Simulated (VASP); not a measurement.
# MgZn3O4 (P1) in VASP: a series of runs

Runs on MgZn3O4. Level: PBEsol. Tasks: single point.

Everything below comes from runs of VASP 6.6.1. Logs are shortened: lines on timing, memory, paths and dates and some standing lists are left out, and cuts for length are marked.

## Step 1: The cell of the first run

The typed cell holds 16 atoms: a = 6.504 Å, b = 5.633 Å, c = 5.156 Å, α = 90.00°, β = 90.00°, γ = 90.00°.

## Step 2: Single point, PBEsol

INCAR reads:

```
SYSTEM = MgZn3O4
ALGO = Normal
EDIFF = 1E-6
ENCUT = 520
GGA = PS
ISIF = 2
ISMEAR = -1
LASPH = .True.
LCHARG = .True.
LELF = .True.
LREAL = Auto
LVHAR = .True.
LWAVE = .False.
NBANDS = 76
NELM = 100
PREC = Accurate
SIGMA = 0.05
```

KPOINTS reads:

```
Automatic mesh
0
Gamma
  2 2 2
  0.5 0.5 0.5
```

POSCAR reads:

```
MgZn3O4
1.0
    6.5044980000      0.0000000000      0.0000000000
    0.0000000000      5.6330600000      0.0000000000
    0.0000000000      0.0000000000      5.1557130000
Zn Mg O
6 2 8
Direct
    0.2637130000      0.1486170000      0.5022250000
    0.7454430000      0.1797820000      0.4816570000
    0.4898030000      0.6631440000      0.4763030000
    0.0151620000      0.3231670000      0.0061360000
    0.2408830000      0.8321930000      0.0179480000
    0.7348160000      0.8213910000      0.0066150000
    0.9987770000      0.6847200000      0.4857200000
    0.4811350000      0.3327360000      0.9932910000
    0.9850960000      0.3679420000      0.3483790000
    0.4820960000      0.3533260000      0.3763230000
    0.2855650000      0.8276750000      0.3888800000
    0.7539300000      0.8256370000      0.3843240000
    0.2633990000      0.1522070000      0.8885790000
    0.0294360000      0.6434130000      0.8922950000
    0.7479900000      0.1748030000      0.8923340000
    0.4656630000      0.6670930000      0.8919200000
```

Potentials or basis: VASP PAW PBE potentials, release 64 (Zn, Mg, O).

The run is started by

```sh
$ cat potpaw_PBE.64/Zn/POTCAR potpaw_PBE.64/Mg/POTCAR potpaw_PBE.64/O/POTCAR > POTCAR
$ mpirun -np 1 vasp_std > vasp.out
```

OUTCAR:

```text
SYSTEM = MgZn3O4
   EDIFF = 1E-6
   ENCUT = 520
   GGA = PS
   ISIF = 2
   ISMEAR = -1
   LASPH = .True.
   LREAL = Auto
   NELM = 100
   PREC = Accurate

 ion  position               nearest neighbor table
   1  0.264  0.149  0.502-  11 1.91  10 1.94  13 1.99   9 2.33   8 3.08   7 3.13   8 3.16
   2  0.745  0.180  0.482-   9 2.01  10 2.05  12 2.06  15 2.12   8 3.17   7 3.24   8 3.26   7 3.29

   3  0.490  0.663  0.476-  11 1.68  10 1.82  12 2.00  16 2.15   5 3.02   6 3.03   8 3.11   7 3.20
                             8 3.25   7 3.31
   4  0.015  0.323  0.006-   9 1.79  14 1.90  13 1.98  15 2.02   8 3.03   7 3.21
   5  0.241  0.832  0.018-  16 1.85  14 1.86  13 1.93  11 1.93   7 3.00   3 3.02   8 3.22   8 3.23
                             7 3.27
   6  0.735  0.821  0.007-  12 1.95  16 2.04  15 2.08  14 2.24   3 3.03   7 3.11   8 3.21   7 3.28
                             8 3.32
   7  0.999  0.685  0.486-  12 1.85   9 1.92  11 2.09  14 2.12   5 3.00   6 3.11   1 3.13   3 3.20
                             4 3.21   2 3.24   5 3.27   6 3.28   2 3.29   3 3.31
   8  0.481  0.333  0.993-  13 1.83  16 1.96  10 1.98  15 2.02   4 3.03   1 3.08   3 3.11   1 3.16
                             2 3.17   6 3.21   5 3.22   5 3.23   3 3.25   2 3.26   6 3.32
   9  0.985  0.368  0.348-   4 1.79   7 1.92   2 2.01   1 2.33
  10  0.482  0.353  0.376-   3 1.82   1 1.94   8 1.98   2 2.05
  11  0.286  0.828  0.389-   3 1.68   1 1.91   5 1.93   7 2.09
  12  0.754  0.826  0.384-   7 1.85   6 1.95   3 2.00   2 2.06
  13  0.263  0.152  0.889-   8 1.83   5 1.93   4 1.98   1 1.99
  14  0.029  0.643  0.892-   5 1.86   4 1.90   7 2.12   6 2.24
  15  0.748  0.175  0.892-   4 2.02   8 2.02   6 2.08   2 2.12
  16  0.466  0.667  0.892-   5 1.85   8 1.96   6 2.04   3 2.15

  LATTYP: Found a simple orthorhombic cell.
 ALAT       =     5.1557130000
 B/A-ratio  =     1.0925860303
 C/A-ratio  =     1.2616097909

  Lattice vectors:

 A1 = (   0.0000000000,   0.0000000000,  -5.1557130000)
 A2 = (   0.0000000000,   5.6330600000,   0.0000000000)
 A3 = (   6.5044980000,   0.0000000000,   0.0000000000)

Analysis of symmetry for initial positions (statically):
=====================================================================
 Subroutine PRICEL returns:
 Original cell was already a primitive cell.

 Routine SETGRP: Setting up the symmetry group for a
 simple orthorhombic supercell.

 Subroutine GETGRP returns: Found  1 space group operations
 (whereof  1 operations were pure point group operations)
 out of a pool of  8 trial point group operations.

The static configuration has the point symmetry C_1 .

Analysis of symmetry for dynamics (positions and initial velocities):
=====================================================================
 Subroutine PRICEL returns:
 Original cell was already a primitive cell.

 Routine SETGRP: Setting up the symmetry group for a
 simple orthorhombic supercell.

 Subroutine GETGRP returns: Found  1 space group operations
 (whereof  1 operations were pure point group operations)
 out of a pool of  8 trial point group operations.

The dynamic configuration has the point symmetry C_1 .

 Subroutine INISYM returns: Found  1 space group operations
 (whereof  1 operations are pure point group operations),
 and found     1 'primitive' translations

----------------------------------------------------------------------------------------

                                     Primitive cell

  volume of cell :     188.9065

  direct lattice vectors                    reciprocal lattice vectors
     6.504498000  0.000000000  0.000000000     0.153739766  0.000000000  0.000000000
     0.000000000  5.633060000  0.000000000     0.000000000  0.177523406  0.000000000
     0.000000000  0.000000000  5.155713000     0.000000000  0.000000000  0.193959594

  length of vectors
     6.504498000  5.633060000  5.155713000     0.153739766  0.177523406  0.193959594

  position of ions in fractional coordinates (direct lattice)
     0.263713000  0.148617000  0.502225000
     0.745443000  0.179782000  0.481657000
     0.489803000  0.663144000  0.476303000
     0.015162000  0.323167000  0.006136000
     0.240883000  0.832193000  0.017948000
     0.734816000  0.821391000  0.006615000
[... 8 lines left out ...]
     0.747990000  0.174803000  0.892334000
     0.465663000  0.667093000  0.891920000

  ion indices of the primitive-cell ions
   primitive index   ion index
                 1           1
                 2           2
                 3           3
                 4           4
                 5           5
                 6           6
[... 8 lines left out ...]
                15          15
                16          16

----------------------------------------------------------------------------------------

 KPOINTS: Automatic mesh

Automatic generation of k-mesh.
 Grid dimensions read from file:
 generate k-points for:    2    2    2

 Generating k-lattice:

  Cartesian coordinates                     Fractional coordinates (reciprocal lattice)
     0.076869883  0.000000000  0.000000000     0.500000000  0.000000000  0.000000000
     0.000000000  0.088761703  0.000000000     0.000000000  0.500000000  0.000000000
     0.000000000  0.000000000  0.096979797     0.000000000  0.000000000  0.500000000

  Length of vectors
     0.076869883  0.088761703  0.096979797

  Shift w.r.t. Gamma in fractional coordinates (k-lattice)
     0.500000000  0.500000000  0.500000000

 Subroutine IBZKPT returns following result:
 ===========================================

 Found      4 irreducible k-points:

 Following reciprocal coordinates:
            Coordinates               Weight
  0.250000  0.250000  0.250000      2.000000
 -0.250000 -0.250000  0.250000      2.000000
 -0.250000  0.250000 -0.250000      2.000000
  0.250000 -0.250000 -0.250000      2.000000
   k-points           NKPTS =      4   k-points in BZ     NKDIM =      4   number of bands    NBANDS=     76
   number of dos      NEDOS =    301   number of ions     NIONS =     16
   total plane-waves  NPLWV =  80640
   dimension x,y,z NGX =    48 NGY =   42 NGZ =   40
   dimension x,y,z NGXF=    96 NGYF=   84 NGZF=   80
   ions per type =               6   2   8
   NGX,Y,Z   is equivalent  to a cutoff of  12.27, 12.40, 12.90 a.u.
   NGXF,Y,Z  is equivalent  to a cutoff of  24.54, 24.79, 25.80 a.u.
 SYSTEM =  MgZn3O4
   PREC   = accura    normal or accurate (medium, high low for compatibility)
   ISTART =      0    job   : 0-new  1-cont  2-samecut
   ICHARG =      2    charge: 1-file 2-atom 10-const
   ISPIN  =      1    spin polarized calculation?
   LNONCOLLINEAR =      F non collinear calculations
   LSORBIT =      F    spin-orbit coupling
   LASPH  =      T    aspherical Exc in radial PAW
   ENCUT  =  520.0 eV  38.22 Ry    6.18 a.u.  12.09 10.47  9.59*2*pi/ulx,y,z
   NELM   =    100;   NELMIN=  2; NELMDL= -5     # of ELM steps
   EDIFF  = 0.1E-05   stopping-criterion for ELM
   LREAL  =      T    real-space projection
   EDIFFG = 0.1E-04   stopping-criterion for IOM
   NSW    =      0    number of steps for IOM
   IBRION =     -1    ionic relax: 0-MD 1-quasi-New 2-CG
   NFREE  =      0    steps in history (QN), initial steepest desc. (CG)
   ISIF   =      2    stress and relaxation
   ISYM   =      2    0-nonsym 1-usesym 2-fastsym
   POTIM  = 0.5000    time-step for ionic-motion
   TEBEG  =    0.0;   TEEND  =   0.0 temperature during run
   PSTRESS=    0.0 pullay stress
   NELECT =     124.0000    total number of electrons
   NUPDOWN=      -1.0000    fix difference up-down
   EMIN   =  10.00;   EMAX   =-10.00  energy-range for DOS
   EFERMI =   0.00;   METHOD = LEGACY
   ISMEAR =    -1;   SIGMA  =   0.05  broadening in eV -4-tet -1-fermi 0-gaus
   EFERMI_NEDOS =   21; number of points for ismear=-14 and -15
   IALGO  =     38    algorithm
   IMIX   =      4    mixing-type and parameters
     AMIX     =   0.40;   BMIX     =  1.00
     AMIX_MAG =   1.60;   BMIX_MAG =  1.00
  volume/ion in A,a.u.               =      11.81        79.68
  Fermi-wavevector in a.u.,A,eV,Ry     =   1.422765  2.688636 27.541723  2.024260
  Thomas-Fermi vector in A             =   2.543434
   LORBIT       =      0    0 simple, 1 ext, 2 COOP (PROOUT), +10 PAW based schemes
   GGA     = PS    functional components
   LHFCALC =     F    Hartree Fock is set to
   AEXX    =    0.0000 exact exchange contribution
   IVDW    =     0    specifies the selected vdW correction
   LEPSILON=     F    determine dielectric tensor
   LRPA    =     F    only Hartree local field effects (RPA)
 non-spin polarized calculation
  energy-cutoff  :      520.00
  volume of cell :      188.91
 maximum number of plane-waves:      5084
   NGX = 25   NGY = 21   NGZ = 19

 number of electron     124.0000055 magnetization

 Free energy of the ion-electron system (eV)
  ---------------------------------------------------
  ext. energy  EPLUGINS =         0.00000000
  ---------------------------------------------------
  free energy    TOTEN  =       -80.32042220 eV

  energy without entropy =      -80.32042220  energy(sigma->0) =      -80.32042220

 E-fermi :   2.2620     XC(G=0): -10.9073

 val. band max:        1.0474823397   @ k =  -0.2500  -0.2500   0.2500
 cond. band min:       4.1903472719   @ k =   0.2500  -0.2500  -0.2500
 fundamental gap:      3.1428649322
 Fermi energy:         2.2619868327

 k-point     1 :       0.2500    0.2500    0.2500
  band No.  band energies     occupation
      1     -16.9730      2.00000
      2     -16.3395      2.00000
      3     -16.1065      2.00000
      4     -15.9942      2.00000
      5     -15.7222      2.00000
      6     -15.4987      2.00000
[... 66 lines left out ...]
     73       9.8616      0.00000
     74      10.0205      0.00000

 k-point     2 :      -0.2500   -0.2500    0.2500
  band No.  band energies     occupation
      1     -16.9738      2.00000
      2     -16.3329      2.00000
      3     -16.1189      2.00000
      4     -15.9864      2.00000
      5     -15.7275      2.00000
      6     -15.4908      2.00000
[... 66 lines left out ...]
     73       9.8083      0.00000
     74      10.1239      0.00000

 k-point     3 :      -0.2500    0.2500   -0.2500
  band No.  band energies     occupation
      1     -16.9733      2.00000
      2     -16.3409      2.00000
      3     -16.0935      2.00000
      4     -16.0076      2.00000
      5     -15.7224      2.00000
      6     -15.4939      2.00000
[... 66 lines left out ...]
     73       9.7102      0.00000
     74      10.0443      0.00000

 k-point     4 :       0.2500   -0.2500   -0.2500
  band No.  band energies     occupation
      1     -16.9726      2.00000
      2     -16.3397      2.00000
      3     -16.1075      2.00000
      4     -15.9981      2.00000
      5     -15.7176      2.00000
      6     -15.4946      2.00000
[... 66 lines left out ...]
     73       9.8691      0.00000
     74       9.9849      0.00000
 [bands above 74 left out]

------------------------ aborting loop because EDIFF is reached ----------------------------------------

  FORCE on cell =-STRESS in cart. coord.  units (eV):
  Direction    XX          YY          ZZ          XY          YZ          ZX
  --------------------------------------------------------------------------------------
  -------------------------------------------------------------------------------------
  Total        6.5232713      8.7115980      4.7857696     -2.6714081      1.1995622      2.0840945
  in kB       55.3259814     73.8858910     40.5896658    -22.6570790     10.1738767     17.6758817
  external PRESSURE =      56.6005127 kB  Pullay stress =       0.0000000 kB

 VOLUME and BASIS-vectors are now :
 -----------------------------------------------------------------------------
  energy-cutoff  :      520.00
  volume of cell :      188.91
      direct lattice vectors                 reciprocal lattice vectors
     6.504498000  0.000000000  0.000000000     0.153739766  0.000000000  0.000000000
     0.000000000  5.633060000  0.000000000     0.000000000  0.177523406  0.000000000
     0.000000000  0.000000000  5.155713000     0.000000000  0.000000000  0.193959594

 POSITION                                       TOTAL-FORCE (eV/Angst)
 -----------------------------------------------------------------------------------
      1.71532      0.83717      2.58933        -0.570720      0.911118      0.322173
      4.84873      1.01272      2.48329         0.183587     -0.040956      0.517168
      3.18592      3.73553      2.45568         3.936280     -1.175415      2.609998
      0.09862      1.82042      0.03164        -0.394433     -0.784839     -2.046942
      1.56682      4.68779      0.09253        -0.177814      0.627822     -0.183799
      4.77961      4.62694      0.03411         0.126460      0.142984     -0.931836
[... 8 lines left out ...]
      4.86530      0.98468      4.60062        -0.149042     -0.691273     -0.710924
      3.02890      3.75777      4.59848         2.699624     -0.590673     -0.816043
 -----------------------------------------------------------------------------------
    total drift:                                0.009435      0.002805      0.006486

  FREE ENERGIE OF THE ION-ELECTRON SYSTEM (eV)
  ---------------------------------------------------
  free  energy   TOTEN  =       -80.3204221959 eV

  energy  without entropy=      -80.3204221958  energy(sigma->0) =      -80.32042220
```

Run time: 50 s. Hardware: 1 thread of AMD EPYC 9R45 (Zen 5), shared host; peak memory 0.25 GiB.

Results:

```yaml
Free_energy: -80.3204 eV
Pressure: 5.7 GPa
Largest_force: 6.059 eV/Å
Band_gap_on_the_k_mesh: 3.14 eV, indirect (least direct gap 3.17 eV)
```

Forces in eV/Å, atoms in the order of the input:
```
Zn  -0.571  0.911  0.322
Zn   0.184 -0.041  0.517
Zn   3.936 -1.175  2.610
Zn  -0.394 -0.785 -2.047
Zn  -0.178  0.628 -0.184
Zn   0.126  0.143 -0.932
Mg   1.382 -0.674  1.247
Mg   1.804  0.790  0.211
O    0.210 -1.344  3.148
O    0.610 -2.211 -0.192
O   -5.249  2.907 -0.839
O   -0.724  1.315  0.004
O   -1.481 -0.320 -0.947
O   -2.207  1.138 -1.390
O   -0.149 -0.691 -0.711
O    2.700 -0.591 -0.816
```

Levels at points of the mesh, in eV from the valence-band top:
| k point | band 60 | band 61 | band 62 | band 63 | band 64 | band 65 |
| --- | --- | --- | --- | --- | --- | --- |
| (0.25, 0.25, 0.25) | -0.32 | -0.13 | -0.03 | 3.16 | 4.65 | 5.29 |

Caveat: the k points lie up to 0.61 Å⁻¹ apart; the PAW data sets were made with another functional, which shifts forces and pressure a little. A k mesh can miss the band edges.

(Continued in part 2 of 2.)
